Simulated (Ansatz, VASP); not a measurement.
## ZnSe3 in VASP and in Ansatz

Contents of INCAR:

```
SYSTEM = ZnSe3
ALGO = Normal ; EDIFF = 1E-7
EDIFFG = -0.01 ; ENCUT = 500
GGA = PE ; GGA_COMPAT = .FALSE.
IBRION = 2 ; ISIF = 3
ISMEAR = 0 ; LASPH = .TRUE.
LCHARG = .FALSE. ; LREAL = .FALSE.
LWAVE = .FALSE. ; NELM = 120
NELMIN = 4 ; NSW = 100
PREC = Accurate ; SIGMA = 0.1
```

KPOINTS

```
k-points
0
G
  12 12 12
  0 0 0
```

Contents of POSCAR:

```
ZnSe3
1.0
   -2.7291723793      2.7291723793      2.8160422674
    2.7291723793     -2.7291723793      2.8160422674
    2.7291723793      2.7291723793     -2.8160422674
Zn Se
1 3
Direct
    0.5000000000      0.5000000000      0.0000000000
    0.5000000000      0.0000000000      0.5000000000
    0.0000000000      0.5000000000      0.5000000000
    0.0000000000      0.0000000000      0.0000000000
```

Input for Ansatz:

```yaml
crystal:
  lattice:
    - [-2.7291723793, 2.7291723793, 2.8160422674]
    - [2.7291723793, -2.7291723793, 2.8160422674]
    - [2.7291723793, 2.7291723793, -2.8160422674]
  atoms:
    - { symbol: Zn, position: [0.5, 0.5, 0.0] }
    - { symbol: Se, position: [0.5, 0.0, 0.5] }
    - { symbol: Se, position: [0.0, 0.5, 0.5] }
    - { symbol: Se, position: [0.0, 0.0, 0.0] }
basis:
  ecutwfc: 420
kpoints:
  mp_grid: { grid: [12, 12, 12] }
hamiltonian:
  xc: pbe
scf:
  occupations: { method: gaussian, width: 0.1 }
output:
  forces: true
  stress: true
  eigenvalues: true
relax:
  adjacent_minimum: "off"
  f_tol: 0.01
  max_steps: 80
  cell: { stress_tol: 0.05 }
```

Alike in both runs: task relaxation of cell and atoms; functional PBE; k mesh 12 × 12 × 12; occupations gaussian, width 0.1 eV; no spin polarisation.

|  | VASP | Ansatz |
| --- | --- | --- |
| version | VASP 6.6.1 | Ansatz 0.2.0 |
| potentials or method | VASP PAW PBE potentials, release 64 (Zn, Se), cutoff 500 eV | scalar-relativistic, plane waves, PAW |
| valence electrons in the cell | 30 | 60 |

|  | VASP | Ansatz | Ansatz less VASP |
| --- | --- | --- | --- |
| gap on the k mesh at the Fermi level, each at its own relaxed structure (eV) | none | none | - |
| relaxed volume (Å³/atom) | 21.05 | 21.01 | -0.041 |
| relaxed cell length with the largest relative difference (Å) | 4.782 | 4.779 | -0.0032 |

A gap of «none» marks a metal or a gap that the smearing closes. VASP's potentials hold 30 valence electrons a cell and Ansatz's 60, so a difference there can come from the potentials and not from the codes.
